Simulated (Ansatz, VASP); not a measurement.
# ZnCu3: VASP beside Ansatz

```
Zn Cu
1.0
     2.56651    0.00000    0.00000
    -1.28326    2.22267    0.00000
     0.00000    0.00000   22.28660
Zn Cu
1 3
Direct
  0.00000 0.00000 0.36023
  0.33333 0.66667 0.45316
  0.66667 0.33333 0.54684
  0.00000 0.00000 0.63977
```

Alike in both runs: task single point; functional PBE; k mesh 15 × 15 × 1; occupations fermi-dirac, width 0.1 eV; no spin polarisation.

|  | VASP | Ansatz |
| --- | --- | --- |
| version | VASP 6.6.1 | Ansatz 0.2.0 |
| potentials or method | VASP PAW PBE potentials, release 64 (Zn, Cu), cutoff 520 eV | all-electron LAPW, scalar-relativistic |

```tsv
	VASP	Ansatz	Ansatz less VASP
rms of the force components (eV/Å)	0.268	0.260	-0.0088
```

Atom by atom the forces differ by 0.011 eV/Å (rms over components). Ansatz ran all-electron here, and VASP with PAW potentials.
